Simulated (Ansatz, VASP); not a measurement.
Nb2O7 in VASP and in Ansatz

```
Nb O
1.0
     0.00000    5.28450    5.28450
     5.28450    0.00000    5.28450
     5.28450    5.28450    0.00000
Nb O
4 14
Direct
  0.12500 0.12500 0.12500
  0.62500 0.12500 0.12500
  0.12500 0.12500 0.62500
  0.12500 0.62500 0.12500
  0.43474 0.06526 0.06526
  0.81526 0.18474 0.81526
  0.06526 0.43474 0.43474
  0.18474 0.81526 0.18474
  0.06526 0.43474 0.06526
  0.81526 0.81526 0.18474
  0.43474 0.06526 0.43474
  0.18474 0.18474 0.81526
  0.81526 0.18474 0.18474
  0.06526 0.06526 0.43474
  0.18474 0.81526 0.81526
  0.43474 0.43474 0.06526
  0.75000 0.75000 0.75000
  0.50000 0.50000 0.50000
```

Alike in both runs: functional PBE; k mesh 6 × 6 × 6; occupations fermi-dirac, width 0.05 eV; no spin polarisation.

Ansatz relaxed the structure, and its values are those at the end. VASP's run is a single point on that final structure, the one shown.

```csv
,VASP,Ansatz
version,VASP 6.6.1,Ansatz 0.2.0
potentials or method,"VASP PAW PBE potentials, release 64 (Nb_sv, O)","plane-wave PAW, scalar-relativistic"
plane-wave cutoff (eV),520,420
valence electrons in the cell,136,136
```

VASP gave:

| Quantity | Value |
| --- | --- |
| pressure (GPa) | 1.5 |
| rms of the force components (eV/Å) | 0.008 |

Which values does Ansatz return?

Pressure (GPa): 1.7; rms of the force components (eV/Å): 0.000.

Ansatz's warnings: stress scf threshold loose.
